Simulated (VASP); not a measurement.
Wanted: the native input for a VASP 6.6.1 run.

* Task: single point
* Functional: PBE
* Dispersion: D3(BJ)
* Potentials or basis: VASP PAW PBE potentials, release 64 (Al, O)
* Cutoff: 520 eV
* k mesh: 9 × 9 × 4
* Occupations: gaussian, width 0.05 eV
* Spin: no spin polarisation
* Dipole correction: no
* Further INCAR settings: ALGO = Normal; EDIFF = 1e-07; NBANDS = 20

The structure of Al2O3 lies in POSCAR:

```
Al2O3
1.0
    2.8924537055      0.0000000000      0.0000000000
   -1.4462268528      2.5049383882      0.0000000000
    0.0000000000      0.0000000000      7.3605135856
Al O
2 3
Direct
    0.0000000000      0.0000000000      0.1907358529
    0.0000000000      0.0000000000      0.8092641471
    0.3333333333      0.6666666667      0.3046509742
    0.6666666667      0.3333333333      0.0000000000
    0.3333333333      0.6666666667      0.6953490258
```

This cell differs from its parent crystal: atoms shifted along a free coordinate.

These files were run (other wordings do the same):

INCAR

```
  PREC = Accurate
  ENCUT = 520
  EDIFF = 1E-7
  ISMEAR = 0
  SIGMA = 0.05
  LREAL = F
  LASPH = T
  NELM = 100
  ALGO = Normal
  ISIF = 2
  LWAVE = F
  LCHARG = F
  GGA = PE
  IVDW = 12
  NBANDS = 20
```

KPOINTS

```
Automatic mesh
0
Gamma
  9 9 4
```

Potentials or basis: VASP PAW PBE potentials, release 64 (Al, O).

Launch:

```sh
$ cat potpaw_PBE.64/Al/POTCAR potpaw_PBE.64/O/POTCAR > POTCAR
$ mpirun -np 1 vasp_std > vasp.out
```

It gave:

```json
{
  "Pressure": "-13.3 GPa",
  "Largest force": "2.801 eV/Å",
  "Band gap on the k mesh": "3.51 eV (least direct gap 3.57 eV)",
  "Dispersion energy per atom": "-0.189 eV"
}
```

Caveat: the cell differs from its parent crystal (atoms shifted along a free coordinate); the cell stands under tension; an odd mesh through Γ misses points on the zone boundary, where band edges can lie; forces of over 1 eV/Å act on the atoms, so gaps and moduli don't describe the material at rest.

It took 51 s on 1 thread of Intel Xeon 8259CL (shared host), peak memory 0.2 GiB.
